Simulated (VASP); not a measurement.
# Si12ClO23 (a cell with a defect) in VASP: electric field gradients with PBE

Aim: the electric field gradients of Si12ClO23 (a cell with a defect) with PBE.

All numbers are computed with VASP 6.6.1; they aren't measurements. Logs are shortened: lines on timing, memory, paths and dates and some standing lists are left out, and cuts for length are marked.

## Step 1: The cell of the first run

The cell holds a defect, 36 atoms: a = 8.780 Å, b = 8.780 Å, c = 8.558 Å, α = 90.00°, β = 90.00°, γ = 120.00°.

## Step 2: Electric field gradients, PBE

File INCAR:

```
PREC = Accurate
ENCUT = 520
EDIFF = 1E-8
ISMEAR = -1
SIGMA = 0.01
LREAL = Auto
LASPH = T
NELM = 100
ALGO = Normal
ISIF = 2
LWAVE = F
LCHARG = F
GGA = PE
LEFG = T
NELECT = 192.0
NBANDS = 120
LUSENCCL = F
```

File KPOINTS:

```
Automatic mesh
0
Gamma
  3 3 2
```

File POSCAR:

```
Si12ClO23
1.0
    7.6036108327      4.3899467611      0.0000000000
   -7.6036108327      4.3899467611      0.0000000000
    0.0000000000      0.0000000000      8.5584885400
Si O Cl
12 23 1
Direct
    0.3333333333      0.0000000000      0.9371258000
    0.6666666667      0.6666666667      0.9371258000
    0.0000000000      0.3333333333      0.9371258000
    0.3333333333      0.0000000000      0.5628742000
    0.6666666667      0.6666666667      0.5628742000
    0.0000000000      0.3333333333      0.5628742000
    0.3333333333      0.3333333333      0.0628742000
    0.6666666667      0.0000000000      0.0628742000
    0.0000000000      0.6666666667      0.0628742000
    0.3333333333      0.3333333333      0.4371258000
    0.6666666667      0.0000000000      0.4371258000
    0.0000000000      0.6666666667      0.4371258000
    0.1404195817      0.2808391633      0.0000000000
    0.4737529150      0.9475058300      0.0000000000
    0.8070862483      0.6141724967      0.0000000000
    0.2808391633      0.1404195817      0.5000000000
    0.6141724967      0.8070862483      0.5000000000
    0.9475058300      0.4737529150      0.5000000000
    0.1929137517      0.8070862483      0.5000000000
    0.5262470850      0.4737529150      0.5000000000
    0.8595804183      0.1404195817      0.5000000000
    0.3858275033      0.1929137517      0.0000000000
    0.7191608367      0.8595804183      0.0000000000
    0.0524941700      0.5262470850      0.0000000000
    0.1929137517      0.3858275033      0.5000000000
    0.5262470850      0.0524941700      0.5000000000
    0.8595804183      0.7191608367      0.5000000000
    0.6666666667      0.6666666667      0.7500000000
    0.0000000000      0.3333333333      0.7500000000
    0.3333333333      0.3333333333      0.2500000000
    0.6666666667      0.0000000000      0.2500000000
    0.0000000000      0.6666666667      0.2500000000
    0.1404195817      0.8595804183      0.0000000000
    0.4737529150      0.5262470850      0.0000000000
    0.8070862483      0.1929137517      0.0000000000
    0.3333333333      0.0000000000      0.7500000000
```

Potentials or basis: VASP PAW PBE potentials, release 64 (Si, O, Cl).

Started as:

```sh
cat potpaw_PBE.64/Si/POTCAR potpaw_PBE.64/O/POTCAR potpaw_PBE.64/Cl/POTCAR > POTCAR
mpirun -np 1 vasp_std > vasp.out
```

OUTCAR:

```text
PREC = Accurate
   ENCUT = 520
   EDIFF = 1E-8
   ISMEAR = -1
   LREAL = Auto
   LASPH = T
   NELM = 100
   ISIF = 2
   GGA = PE
   NELECT = 192.0

 ion  position               nearest neighbor table
   1  0.333  0.000  0.937-  36 1.60  33 1.61  14 1.61  22 1.61   7 3.12   9 3.12   8 3.12
   2  0.667  0.667  0.937-  28 1.60  15 1.61  23 1.61  34 1.61   8 3.12   9 3.12   7 3.12
   3  0.000  0.333  0.937-  29 1.60  35 1.61  13 1.61  24 1.61   7 3.12   8 3.12   9 3.12
   4  0.333  0.000  0.563-  36 1.60  19 1.61  16 1.61  26 1.61  10 3.12  12 3.12  11 3.12
   5  0.667  0.667  0.563-  28 1.60  17 1.61  27 1.61  20 1.61  11 3.12  12 3.12  10 3.12
   6  0.000  0.333  0.563-  29 1.60  21 1.61  18 1.61  25 1.61  10 3.12  11 3.12  12 3.12
   7  0.333  0.333  0.063-  30 1.60  22 1.61  13 1.61  34 1.61   1 3.12   3 3.12   2 3.12
   8  0.667  0.000  0.063-  31 1.60  35 1.61  23 1.61  14 1.61   2 3.12   3 3.12   1 3.12
   9  0.000  0.667  0.063-  32 1.60  33 1.61  24 1.61  15 1.61   2 3.12   1 3.12   3 3.12
  10  0.333  0.333  0.437-  30 1.60  25 1.61  16 1.61  20 1.61   4 3.12   6 3.12   5 3.12
  11  0.667  0.000  0.437-  31 1.60  21 1.61  26 1.61  17 1.61   5 3.12   6 3.12   4 3.12
  12  0.000  0.667  0.437-  32 1.60  19 1.61  27 1.61  18 1.61   5 3.12   4 3.12   6 3.12
  13  0.140  0.281  0.000-   7 1.61   3 1.61
  14  0.474  0.948  0.000-   1 1.61   8 1.61
  15  0.807  0.614  0.000-   2 1.61   9 1.61
  16  0.281  0.140  0.500-  10 1.61   4 1.61
  17  0.614  0.807  0.500-   5 1.61  11 1.61
[... 17 lines left out ...]
  35  0.807  0.193  0.000-   3 1.61   8 1.61
  36  0.333  0.000  0.750-   1 1.60   4 1.60

  LATTYP: Found a hexagonal cell.
 ALAT       =     8.7798935222
 C/A-ratio  =     0.9747827258

  Lattice vectors:

 A1 = (   7.6036108327,   4.3899467611,   0.0000000000)
 A2 = (  -7.6036108327,   4.3899467611,   0.0000000000)
 A3 = (   0.0000000000,   0.0000000000,   8.5584885400)

Analysis of symmetry for initial positions (statically):
=====================================================================
 Subroutine PRICEL returns:
 Original cell was already a primitive cell.

 Routine SETGRP: Setting up the symmetry group for a
 hexagonal supercell.

 Subroutine GETGRP returns: Found  6 space group operations
 (whereof  1 operations were pure point group operations)
 out of a pool of 24 trial point group operations.

The static configuration has the point symmetry C_1 .
 The point group associated with its full space group is D_3 .

Analysis of symmetry for dynamics (positions and initial velocities):
=====================================================================
 Subroutine PRICEL returns:
 Original cell was already a primitive cell.

 Routine SETGRP: Setting up the symmetry group for a
 hexagonal supercell.

 Subroutine GETGRP returns: Found  6 space group operations
 (whereof  1 operations were pure point group operations)
 out of a pool of 24 trial point group operations.

The dynamic configuration has the point symmetry C_1 .
 The point group associated with its full space group is D_3 .

 Subroutine INISYM returns: Found  6 space group operations
 (whereof  1 operations are pure point group operations),
 and found     1 'primitive' translations

----------------------------------------------------------------------------------------

                                     Primitive cell

  volume of cell :     571.3552

  direct lattice vectors                    reciprocal lattice vectors
     7.603610833  4.389946761  0.000000000     0.065758231  0.113896598 -0.000000000
    -7.603610833  4.389946761  0.000000000    -0.065758231  0.113896598  0.000000000
     0.000000000  0.000000000  8.558488540     0.000000000 -0.000000000  0.116843061

  length of vectors
     8.779893522  8.779893522  8.558488540     0.131516463  0.131516463  0.116843061

  position of ions in fractional coordinates (direct lattice)
     0.333333333  0.000000000  0.937125800
     0.666666667  0.666666667  0.937125800
     0.000000000  0.333333333  0.937125800
     0.333333333  0.000000000  0.562874200
     0.666666667  0.666666667  0.562874200
     0.000000000  0.333333333  0.562874200
[... 28 lines left out ...]
     0.807086248  0.192913752  0.000000000
     0.333333333  0.000000000  0.750000000

  ion indices of the primitive-cell ions
   primitive index   ion index
[... 87 lines left out ...]
   ENCUT  =  520.0 eV  38.22 Ry    6.18 a.u.  16.32 16.32 15.91*2*pi/ulx,y,z
   NELM   =    100;   NELMIN=  2; NELMDL= -5     # of ELM steps
   EDIFF  = 0.1E-07   stopping-criterion for ELM
   LREAL  =      T    real-space projection
   EDIFFG = 0.1E-06   stopping-criterion for IOM
   NSW    =      0    number of steps for IOM
   IBRION =     -1    ionic relax: 0-MD 1-quasi-New 2-CG
   NFREE  =      0    steps in history (QN), initial steepest desc. (CG)
   ISIF   =      2    stress and relaxation
   ISYM   =      2    0-nonsym 1-usesym 2-fastsym
   POTIM  = 0.5000    time-step for ionic-motion
   TEBEG  =    0.0;   TEEND  =   0.0 temperature during run
   PSTRESS=    0.0 pullay stress
   NELECT =     192.0000    total number of electrons
   NUPDOWN=      -1.0000    fix difference up-down
   EMIN   =  10.00;   EMAX   =-10.00  energy-range for DOS
   EFERMI =   0.00;   METHOD = LEGACY
   ISMEAR =    -1;   SIGMA  =   0.01  broadening in eV -4-tet -1-fermi 0-gaus
   EFERMI_NEDOS =   21; number of points for ismear=-14 and -15
   IALGO  =     38    algorithm
   IMIX   =      4    mixing-type and parameters
     AMIX     =   0.40;   BMIX     =  1.00
     AMIX_MAG =   1.60;   BMIX_MAG =  1.00
  volume/ion in A,a.u.               =      15.87       107.10
  Fermi-wavevector in a.u.,A,eV,Ry     =   1.138168  2.150826 17.625357  1.295427
  Thomas-Fermi vector in A             =   2.274873
   LORBIT       =      0    0 simple, 1 ext, 2 COOP (PROOUT), +10 PAW based schemes
   GGA     = PE    functional components
   LHFCALC =     F    Hartree Fock is set to
   AEXX    =    0.0000 exact exchange contribution
   IVDW    =     0    specifies the selected vdW correction
   LEPSILON=     F    determine dielectric tensor
   LRPA    =     F    only Hartree local field effects (RPA)
 non-spin polarized calculation
  energy-cutoff  :      520.00
  volume of cell :      571.36
 maximum number of plane-waves:     15414
 NGX is ok and might be reduce to    70
   NGX = 33   NGY = 33   NGZ = 31

 number of electron     191.9999919 magnetization

 Free energy of the ion-electron system (eV)
  ---------------------------------------------------
  ext. energy  EPLUGINS =         0.00000000
  ---------------------------------------------------
  free energy    TOTEN  =      -269.62199698 eV

  energy without entropy =     -269.62199698  energy(sigma->0) =     -269.62199698

 E-fermi :   0.1565     XC(G=0):  -7.8619

 val. band max:       -0.0768869254   @ k =   0.3333   0.3333   0.0000
 cond. band min:       4.5700904713   @ k =   0.3333   0.3333   0.5000
 fundamental gap:      4.6469773967
 Fermi energy:         0.1565343074

 k-point     1 :       0.0000    0.0000    0.0000
  band No.  band energies     occupation
      1     -21.9050      2.00000
      2     -19.7220      2.00000
      3     -19.5266      2.00000
      4     -19.1173      2.00000
      5     -19.1173      2.00000
      6     -18.8135      2.00000
[... 655 lines left out ...]
    107       7.9811      0.00000
    108       8.9651      0.00000
 [bands above 108 left out]

------------------------ aborting loop because EDIFF is reached ----------------------------------------

  FORCE on cell =-STRESS in cart. coord.  units (eV):
  Direction    XX          YY          ZZ          XY          YZ          ZX
  --------------------------------------------------------------------------------------
  -------------------------------------------------------------------------------------
  Total        7.9673087      7.9673087     85.5261836      0.0000000      0.0000000      0.0000000
  in kB       22.3416902     22.3416902    239.8299804      0.0000000      0.0000000      0.0000000
  external PRESSURE =      94.8377869 kB  Pullay stress =       0.0000000 kB

 VOLUME and BASIS-vectors are now :
 -----------------------------------------------------------------------------
  energy-cutoff  :      520.00
  volume of cell :      571.36
      direct lattice vectors                 reciprocal lattice vectors
     7.603610833  4.389946761  0.000000000     0.065758231  0.113896598 -0.000000000
    -7.603610833  4.389946761  0.000000000    -0.065758231  0.113896598  0.000000000
     0.000000000  0.000000000  8.558488540     0.000000000 -0.000000000  0.116843061

 POSITION                                       TOTAL-FORCE (eV/Angst)
 -----------------------------------------------------------------------------------
      2.53454      1.46332      8.02038         0.000000      0.000000     26.668566
      0.00000      5.85326      8.02038         0.000000      0.000000      0.016775
     -2.53454      1.46332      8.02038         0.000000      0.000000     -0.037434
      2.53454      1.46332      4.81735         0.000000      0.000000    -26.668566
      0.00000      5.85326      4.81735         0.000000      0.000000      0.037434
     -2.53454      1.46332      4.81735         0.000000      0.000000     -0.016775
[... 28 lines left out ...]
      4.66993      4.38995      0.00000        -0.375618     -0.274159     -0.025739
      2.53454      1.46332      6.41887         0.000000      0.000000      0.000000
 -----------------------------------------------------------------------------------
    total drift:                                0.000004      0.000002      0.000000

  FREE ENERGIE OF THE ION-ELECTRON SYSTEM (eV)
  ---------------------------------------------------
  free  energy   TOTEN  =      -269.6219969794 eV

  energy  without entropy=     -269.6219969794  energy(sigma->0) =     -269.62199698

 Electric field gradients (V/A^2)
---------------------------------------------------------------------
 ion       V_xx      V_yy      V_zz      V_xy      V_xz      V_yz
---------------------------------------------------------------------
   1      17.839    17.839   -35.679     0.000    -0.000    -0.000
   2       0.412     0.412    -0.825    -0.000    -0.000     0.000
   3       0.524     0.523    -1.047    -0.000     0.000    -0.000
   4      17.840    17.839   -35.679     0.000     0.000     0.000
   5       0.524     0.524    -1.047     0.000    -0.000    -0.000
   6       0.412     0.412    -0.825    -0.000    -0.000     0.000
[... 28 lines left out ...]
  35     -40.839    75.968   -35.129     1.539     0.610   -45.671
  36      -8.028    -8.028    16.056     0.000    -0.000     0.000
---------------------------------------------------------------------

 Electric field gradients after diagonalization (V/A^2)
 (convention: |V_zz| > |V_xx| > |V_yy|)
----------------------------------------------------------------------
 ion       V_xx      V_yy      V_zz     asymmetry (V_yy - V_xx)/ V_zz
----------------------------------------------------------------------
   1      17.839    17.839   -35.679       0.000
   2       0.412     0.412    -0.825       0.000
   3       0.524     0.523    -1.047       0.000
   4      17.840    17.839   -35.679       0.000
   5       0.524     0.524    -1.047       0.000
   6       0.412     0.412    -0.825       0.000
[... 28 lines left out ...]
  35     -51.604   -40.740    92.344       0.118
  36      -8.028    -8.028    16.056       0.000
----------------------------------------------------------------------

           NMR quadrupolar parameters

 Cq : quadrupolar parameter    Cq=e*Q*V_zz/h
 eta: asymmetry parameters     (V_yy - V_xx)/ V_zz
 Q  : nuclear electric quadrupole moment in mb (millibarn)
----------------------------------------------------------------------
 ion       Cq(MHz)       eta       Q (mb)
----------------------------------------------------------------------
   1      -0.086       0.000       1.000
   2      -0.002       0.000       1.000
   3      -0.003       0.000       1.000
   4      -0.086       0.000       1.000
   5      -0.003       0.000       1.000
   6      -0.002       0.000       1.000
[... 28 lines left out ...]
  35       0.223       0.118       1.000
  36       0.039       0.000       1.000
----------------------------------------------------------------------
```

It took 3 min on 1 × NVIDIA H100 80GB with 1 thread of AMD EPYC 7R13 (Zen 3), shared host; peak memory 1.7 GiB.

Results:

```
Free energy                             : -269.6220 eV
Largest force                           : 26.669 eV/Å
Largest electric field gradient by atom : Si -35.7, -0.8, -1.0, +5.6 (each value once); O +92.3, +89.1, +91.1, +96.1, +98.1 (each value once); Cl +16.1 V/Å²
```

Forces on the atoms (eV/Å):
```
Si    0.000   0.000  26.669
Si    0.000   0.000   0.017
Si    0.000   0.000  -0.037
Si    0.000   0.000 -26.669
Si    0.000   0.000   0.037
Si    0.000   0.000  -0.017
Si   -1.153   0.405   0.404
Si    0.927   0.796   0.404
Si    0.226  -1.201   0.404
Si   -0.927   0.796  -0.404
Si    1.153   0.405  -0.404
Si   -0.226  -1.201  -0.404
O     0.425  -0.188  -0.026
O    -0.751  -0.705  -0.803
O     0.239  -0.008  -0.009
O     0.751  -0.705   0.803
O    -0.425  -0.188   0.026
O    -0.239  -0.008   0.009
O     0.235   1.002   0.803
O     0.376  -0.274   0.026
O     0.126  -0.203   0.009
O     0.986  -0.298  -0.803
O    -0.113   0.211  -0.009
O    -0.050   0.462  -0.026
O     0.113   0.211   0.009
O    -0.986  -0.298   0.803
O     0.050   0.462   0.026
O     0.000   0.000  -0.016
O     0.000   0.000   0.016
O     0.266  -0.154   0.000
O    -0.266  -0.154   0.000
O     0.000   0.308   0.000
O    -0.235   1.002  -0.803
O    -0.126  -0.203  -0.009
O    -0.376  -0.274  -0.026
Cl    0.000   0.000   0.000
```

Electric field gradients, principal values (V/Å²):
| atom | least | middle | greatest (by size) |
| --- | --- | --- | --- |
| 1 Si | 17.839 | 17.839 | -35.679 |
| 2 Si | 0.412 | 0.412 | -0.825 |
| 3 Si | 0.523 | 0.524 | -1.047 |
| 4 Si | 17.839 | 17.840 | -35.679 |
| 5 Si | 0.524 | 0.524 | -1.047 |
| 6 Si | 0.412 | 0.412 | -0.825 |
| 7 Si | -2.507 | -3.088 | 5.596 |
| 8 Si | -2.508 | -3.088 | 5.596 |
| 9 Si | -2.508 | -3.088 | 5.596 |
| 10 Si | -2.508 | -3.088 | 5.596 |
| 11 Si | -2.508 | -3.088 | 5.596 |
| 12 Si | -2.507 | -3.088 | 5.595 |
| 13 O | -40.737 | -51.602 | 92.339 |
| 14 O | -41.006 | -48.115 | 89.121 |
| 15 O | -38.456 | -52.640 | 91.096 |
| 16 O | -41.006 | -48.115 | 89.121 |
| 17 O | -40.733 | -51.605 | 92.338 |
| 18 O | -38.460 | -52.636 | 91.097 |
| 19 O | -41.008 | -48.117 | 89.126 |
| 20 O | -40.737 | -51.601 | 92.339 |
| 21 O | -38.460 | -52.636 | 91.096 |
| 22 O | -41.005 | -48.115 | 89.120 |
| 23 O | -38.460 | -52.636 | 91.096 |
| 24 O | -40.737 | -51.602 | 92.339 |
| 25 O | -38.456 | -52.639 | 91.095 |
| 26 O | -41.006 | -48.115 | 89.121 |
| 27 O | -40.737 | -51.602 | 92.339 |
| 28 O | -48.048 | -48.049 | 96.097 |
| 29 O | -48.045 | -48.051 | 96.096 |
| 30 O | -47.094 | -51.025 | 98.119 |
| 31 O | -47.095 | -51.022 | 98.117 |
| 32 O | -47.091 | -51.027 | 98.117 |
| 33 O | -41.006 | -48.115 | 89.121 |
| 34 O | -38.460 | -52.636 | 91.096 |
| 35 O | -40.740 | -51.604 | 92.344 |
| 36 Cl | -8.028 | -8.028 | 16.056 |

Caveat: the cell carries a net charge on a neutralising background, which shifts energy and pressure; the cell is charged against a uniform background, so pressure and absolute levels hang on convention; without QUAD_EFG the Cq values of the log hold for a quadrupole moment of 1 mb, not for the nuclei.
